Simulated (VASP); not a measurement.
Pt4Au, 5 atoms in the cell. The cell holds a slab with vacuum, 5 atoms: a = 2.772 Å, b = 3.920 Å, c = 21.543 Å, α = 90.00°, β = 90.00°, γ = 90.00°. 

* Program: VASP 6.6.1
* Task: single point
* Functional: PBEsol
* Potentials or basis: VASP PAW PBE potentials, release 64 (Pt, Au)
* Cutoff: 520 eV
* k mesh: 12 × 9 × 1
* Occupations: fermi-dirac, width 0.1 eV
* Spin: no spin polarisation
* Dipole correction: yes
* Further INCAR settings: ALGO = Normal; EDIFF = 1e-07; NBANDS = 34

Potentials or basis: VASP PAW PBE potentials, release 64 (Pt, Au).

The run is started by

```sh
$ cat potpaw_PBE.64/Pt/POTCAR potpaw_PBE.64/Au/POTCAR > POTCAR
$ mpirun -np 1 vasp_std > vasp.out
```

Hardware: 1 thread of Intel Xeon 8259CL, with other jobs on the host.

Task: How long does it take, and how much memory?

Result: It took 11 min on 1 thread of Intel Xeon 8259CL (shared host), peak memory 0.48 GiB. Counts: scf iterations 25, k points 35.
